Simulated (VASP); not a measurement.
# AlNi3 (Fm-3m) in VASP: notebook

AlNi3 is run at these levels: LDA; tasks: single point.

Program: VASP 6.6.1. These are calculated values, not measurements. Logs are shortened: lines on timing, memory, paths and dates and some standing lists are left out, and cuts for length are marked.

**1. The cell of the first run**

It takes space group Fm-3m (No. 225, cubic). The conventional cell has a = 5.749 Å, b = 5.749 Å, c = 5.749 Å, α = 90.00°, β = 90.00°, γ = 90.00°. Within 3.3 Å of Al (site symmetry m-3m) lie 14 Ni at 2.49 to 2.87 Å. Within 3.3 Å of Ni (site symmetry -43m) lie 4 Al at 2.49 Å and 10 Ni at 2.49 to 2.87 Å. Within 3.3 Å of Ni (site symmetry m-3m) lie 8 Ni at 2.49 Å and 6 Al at 2.87 Å.

**2. Single point, LDA, collinear spin (11.87 Å³/atom)**

Contents of INCAR:

```
ALGO = Fast ; EDIFF = 1E-6
ENCUT = 520 ; ISIF = 2
ISMEAR = 0 ; ISPIN = 2
LASPH = T ; LCHARG = F
LMAXMIX = 4 ; LORBIT = 11
LREAL = F ; LWAVE = F
MAGMOM = 0 0.125 0.125 0.125 ; NBANDS = 28
NELM = 150 ; NUPDOWN = 0.375
PREC = Accurate ; SIGMA = 0.15
```

Contents of KPOINTS:

```
k-points
0
Gamma
  14 14 14
```

Contents of POSCAR:

```
AlNi3
1.0
    0.0000000000      2.8742871579      2.8742871579
    2.8742871579      0.0000000000      2.8742871579
    2.8742871579      2.8742871579      0.0000000000
Al Ni
1 3
Direct
    0.5000000000      0.5000000000      0.5000000000
    0.2500000000      0.2500000000      0.2500000000
    0.0000000000      0.0000000000      0.0000000000
    0.7500000000      0.7500000000      0.7500000000
```

Potentials or basis: VASP PAW LDA potentials, release 64 (Al, Ni).

Command:

```bash
> cat potpaw_LDA.64/Al/POTCAR potpaw_LDA.64/Ni/POTCAR > POTCAR
> mpirun -np 1 vasp_std > vasp.out
```

OUTCAR:

```text
EDIFF = 1E-6
   ENCUT = 520
   ISIF = 2
   ISMEAR = 0
   ISPIN = 2
   LASPH = T
   LORBIT = 11
   LREAL = F
   NELM = 150
   NUPDOWN = 0.375
   PREC = Accurate

 ion  position               nearest neighbor table
   1  0.500  0.500  0.500-   2 2.49   4 2.49   2 2.49   2 2.49   2 2.49   4 2.49   4 2.49   4 2.49
                             3 2.87   3 2.87   3 2.87   3 2.87   3 2.87   3 2.87
   2  0.250  0.250  0.250-   1 2.49   3 2.49   3 2.49   3 2.49   3 2.49   1 2.49   1 2.49   1 2.49
                             4 2.87   4 2.87   4 2.87   4 2.87   4 2.87   4 2.87
   3  0.000  0.000  0.000-   2 2.49   4 2.49   4 2.49   4 2.49   4 2.49   2 2.49   2 2.49   2 2.49
                             1 2.87   1 2.87   1 2.87   1 2.87   1 2.87   1 2.87
   4  0.750  0.750  0.750-   1 2.49   3 2.49   1 2.49   1 2.49   1 2.49   3 2.49   3 2.49   3 2.49
                             2 2.87   2 2.87   2 2.87   2 2.87   2 2.87   2 2.87

  LATTYP: Found a face centered cubic cell.
 ALAT       =     5.7485743158

  Lattice vectors:

 A1 = (   0.0000000000,   2.8742871579,   2.8742871579)
 A2 = (   2.8742871579,   0.0000000000,   2.8742871579)
 A3 = (   2.8742871579,   2.8742871579,   0.0000000000)

Analysis of symmetry for initial positions (statically):
=====================================================================
 Subroutine PRICEL returns:
 Original cell was already a primitive cell.

 Routine SETGRP: Setting up the symmetry group for a
 face centered cubic supercell.

 Subroutine GETGRP returns: Found 48 space group operations
 (whereof 48 operations were pure point group operations)
 out of a pool of 48 trial point group operations.

The static configuration has the point symmetry O_h .

Analysis of symmetry for dynamics (positions and initial velocities):
=====================================================================
 Subroutine PRICEL returns:
 Original cell was already a primitive cell.

 Routine SETGRP: Setting up the symmetry group for a
 face centered cubic supercell.

 Subroutine GETGRP returns: Found 48 space group operations
 (whereof 48 operations were pure point group operations)
 out of a pool of 48 trial point group operations.

The dynamic configuration has the point symmetry O_h .

Analysis of structural, dynamic, and magnetic symmetry:
=====================================================================
 Subroutine PRICEL returns:
 Original cell was already a primitive cell.

 Routine SETGRP: Setting up the symmetry group for a
 face centered cubic supercell.

 Subroutine GETGRP returns: Found 48 space group operations
 (whereof 48 operations were pure point group operations)
 out of a pool of 48 trial point group operations.

The overall configuration has the point symmetry O_h .

 Subroutine INISYM returns: Found 48 space group operations
 (whereof 48 operations are pure point group operations),
 and found     1 'primitive' translations

----------------------------------------------------------------------------------------

                                     Primitive cell

  volume of cell :      47.4920

  direct lattice vectors                    reciprocal lattice vectors
     0.000000000  2.874287158  2.874287158    -0.173956175  0.173956175  0.173956175
     2.874287158  0.000000000  2.874287158     0.173956175 -0.173956175  0.173956175
     2.874287158  2.874287158  0.000000000     0.173956175  0.173956175 -0.173956175

  length of vectors
     4.064855881  4.064855881  4.064855881     0.301300933  0.301300933  0.301300933

  position of ions in fractional coordinates (direct lattice)
     0.500000000  0.500000000  0.500000000
     0.250000000  0.250000000  0.250000000
     0.000000000  0.000000000  0.000000000
     0.750000000  0.750000000  0.750000000

  ion indices of the primitive-cell ions
   primitive index   ion index
                 1           1
                 2           2
                 3           3
                 4           4

----------------------------------------------------------------------------------------

 KPOINTS: k-points

Automatic generation of k-mesh.
 Grid dimensions read from file:
 generate k-points for:   14   14   14

 Generating k-lattice:

  Cartesian coordinates                     Fractional coordinates (reciprocal lattice)
    -0.012425441  0.012425441  0.012425441     0.071428571  0.000000000  0.000000000
     0.012425441 -0.012425441  0.012425441     0.000000000  0.071428571  0.000000000
     0.012425441  0.012425441 -0.012425441     0.000000000  0.000000000  0.071428571

  Length of vectors
     0.021521495  0.021521495  0.021521495

  Shift w.r.t. Gamma in fractional coordinates (k-lattice)
     0.000000000  0.000000000  0.000000000

 Subroutine IBZKPT returns following result:
 ===========================================

 Found    104 irreducible k-points:

 Following reciprocal coordinates:
            Coordinates               Weight
  0.000000  0.000000  0.000000      1.000000
  0.071429  0.000000  0.000000      8.000000
  0.142857  0.000000  0.000000      8.000000
  0.214286  0.000000  0.000000      8.000000
  0.285714  0.000000  0.000000      8.000000
  0.357143  0.000000  0.000000      8.000000
[... 16 lines left out ...]
  0.214286  0.142857  0.000000     24.000000
  0.285714  0.142857  0.000000     24.000000
 [... further k-points ...]
   k-points           NKPTS =    104   k-points in BZ     NKDIM =    104   number of bands    NBANDS=     28
   number of dos      NEDOS =    301   number of ions     NIONS =      4
   total plane-waves  NPLWV =  27000
   dimension x,y,z NGX =    30 NGY =   30 NGZ =   30
   dimension x,y,z NGXF=    60 NGYF=   60 NGZF=   60
   ions per type =               1   3
   NGX,Y,Z   is equivalent  to a cutoff of  12.27, 12.27, 12.27 a.u.
   NGXF,Y,Z  is equivalent  to a cutoff of  24.54, 24.54, 24.54 a.u.
 SYSTEM =  unknown system
   PREC   = accura    normal or accurate (medium, high low for compatibility)
   ISTART =      0    job   : 0-new  1-cont  2-samecut
   ICHARG =      2    charge: 1-file 2-atom 10-const
   ISPIN  =      2    spin polarized calculation?
   LNONCOLLINEAR =      F non collinear calculations
   LSORBIT =      F    spin-orbit coupling
   LASPH  =      T    aspherical Exc in radial PAW
   ENCUT  =  520.0 eV  38.22 Ry    6.18 a.u.   7.56  7.56  7.56*2*pi/ulx,y,z
   NELM   =    150;   NELMIN=  2; NELMDL= -5     # of ELM steps
   EDIFF  = 0.1E-05   stopping-criterion for ELM
   LREAL  =      F    real-space projection
   EDIFFG = 0.1E-04   stopping-criterion for IOM
   NSW    =      0    number of steps for IOM
   IBRION =     -1    ionic relax: 0-MD 1-quasi-New 2-CG
   NFREE  =      0    steps in history (QN), initial steepest desc. (CG)
   ISIF   =      2    stress and relaxation
   ISYM   =      2    0-nonsym 1-usesym 2-fastsym
   POTIM  = 0.5000    time-step for ionic-motion
   TEBEG  =    0.0;   TEEND  =   0.0 temperature during run
   PSTRESS=    0.0 pullay stress
   NELECT =      33.0000    total number of electrons
   NUPDOWN=       0.3750    fix difference up-down
   EMIN   =  10.00;   EMAX   =-10.00  energy-range for DOS
   EFERMI =   0.00;   METHOD = LEGACY
   ISMEAR =     0;   SIGMA  =   0.15  broadening in eV -4-tet -1-fermi 0-gaus
   EFERMI_NEDOS =   21; number of points for ismear=-14 and -15
   IALGO  =     68    algorithm
   IMIX   =      4    mixing-type and parameters
     AMIX     =   0.40;   BMIX     =  1.00
     AMIX_MAG =   1.60;   BMIX_MAG =  1.00
  volume/ion in A,a.u.               =      11.87        80.12
  Fermi-wavevector in a.u.,A,eV,Ry     =   1.450016  2.740132 28.606862  2.102545
  Thomas-Fermi vector in A             =   2.567676
   LORBIT       =     11    0 simple, 1 ext, 2 COOP (PROOUT), +10 PAW based schemes
   GGA     = CA    functional components
   LHFCALC =     F    Hartree Fock is set to
   AEXX    =    0.0000 exact exchange contribution
   IVDW    =     0    specifies the selected vdW correction
   LEPSILON=     F    determine dielectric tensor
   LRPA    =     F    only Hartree local field effects (RPA)
 spin polarized calculation
 RMM-DIIS sequential band-by-band and
 Gauss-broadening in eV      SIGMA  =   0.15
  energy-cutoff  :      520.00
  volume of cell :       47.49
 maximum number of plane-waves:      1299
   NGX = 15   NGY = 15   NGZ = 15

 number of electron      32.9999969 magnetization       0.3749999

 Free energy of the ion-electron system (eV)
  ---------------------------------------------------
  ext. energy  EPLUGINS =         0.00000000
  ---------------------------------------------------
  free energy    TOTEN  =       -25.28831208 eV

  energy without entropy =      -25.25239165  energy(sigma->0) =      -25.27035187

 E-fermi :   8.5651     XC(G=0): -12.7082

 val. band max:        8.6985118727   @ k =  -0.3571   0.4286   0.2143
 cond. band min:       8.5704887061   @ k =   0.5000   0.2143   0.0000
 fundamental gap:     -0.1280231666
 Fermi energy:         8.6994944040

 spin component 1

 k-point     1 :       0.0000    0.0000    0.0000
  band No.  band energies     occupation
      1      -0.9954      1.00000
      2       5.3780      1.00000
      3       5.3780      1.00000
      4       5.4534      1.00000
      5       5.4534      1.00000
      6       5.4534      1.00000
[... 20 lines left out ...]
     27      17.1350      0.00000
[... 691 lines left out ...]
      6       5.8633      1.00000
[... 20 lines left out ...]
     27      21.8873      0.00000
     28      21.9771      0.00000

 [... further k-points ...]

 spin component 2

 k-point     1 :       0.0000    0.0000    0.0000
  band No.  band energies     occupation
      1      -0.9794      1.00000
      2       5.4572      1.00000
      3       5.4572      1.00000
      4       5.5204      1.00000
      5       5.5204      1.00000
      6       5.5204      1.00000
[... 20 lines left out ...]
     27      17.1669      0.00000
[... 691 lines left out ...]
      6       5.9451      1.00000
[... 20 lines left out ...]
     27      21.9174      0.00000
     28      22.0088      0.00000

 [... further k-points ...]
[... 5 lines left out ...]
  --------------------------------------------------------------------------------------
  -------------------------------------------------------------------------------------
  Total       -5.5322507     -5.5322507     -5.5322507     -0.0000000      0.0000000     -0.0000000
  in kB     -186.6345194   -186.6345194   -186.6345194     -0.0000000      0.0000000     -0.0000000
  external PRESSURE =    -186.6345194 kB  Pullay stress =       0.0000000 kB

 VOLUME and BASIS-vectors are now :
 -----------------------------------------------------------------------------
  energy-cutoff  :      520.00
  volume of cell :       47.49
      direct lattice vectors                 reciprocal lattice vectors
     0.000000000  2.874287158  2.874287158    -0.173956175  0.173956175  0.173956175
     2.874287158  0.000000000  2.874287158     0.173956175 -0.173956175  0.173956175
     2.874287158  2.874287158  0.000000000     0.173956175  0.173956175 -0.173956175

 POSITION                                       TOTAL-FORCE (eV/Angst)
 -----------------------------------------------------------------------------------
      2.87429      2.87429      2.87429        -0.000000      0.000000     -0.000000
      1.43714      1.43714      1.43714         0.000000      0.000000      0.000000
      0.00000      0.00000      0.00000        -0.000000      0.000000     -0.000000
      4.31143      4.31143      4.31143        -0.000000     -0.000000     -0.000000
 -----------------------------------------------------------------------------------
    total drift:                                0.000000     -0.000000      0.000000

  FREE ENERGIE OF THE ION-ELECTRON SYSTEM (eV)
  ---------------------------------------------------
  free  energy   TOTEN  =       -25.2883120785 eV

  energy  without entropy=      -25.2523916525  energy(sigma->0) =      -25.27035187

 total charge

# of ion       s       p       d       tot
------------------------------------------
    1        0.402   0.387   0.000   0.789
    2        0.458   0.463   8.423   9.345
    3        0.462   0.445   8.381   9.288
    4        0.458   0.463   8.423   9.345
--------------------------------------------------
tot          1.781   1.758  25.227  28.767

 magnetization (x)

# of ion       s       p       d       tot
------------------------------------------
    1       -0.000   0.002   0.000   0.002
    2        0.002   0.002   0.098   0.102
    3        0.001   0.002   0.158   0.161
    4        0.002   0.002   0.098   0.102
--------------------------------------------------
tot          0.005   0.008   0.353   0.367
```

Wall time 2.4 min (1 thread of Intel Xeon 6975P-C (Granite Rapids), shared host); peak memory 0.29 GiB.

Results:

| Property | Result |
| --- | --- |
| Free energy | -25.2883 eV |
| Pressure | -18.7 GPa |
| Net moment | 0.37 μB per cell |
| Site moments | Al +0.00; Ni +0.10, +0.16 (each value once) μB |
| Valence electrons inside the program's atomic spheres | Al 0.79; Ni 9.35, 9.29 (each value once) |

Caveat: the cell stands under tension; the total moment is fixed, so each spin has its own Fermi level and the state may be an excited one.

(Part 1 of 2 ends here.)
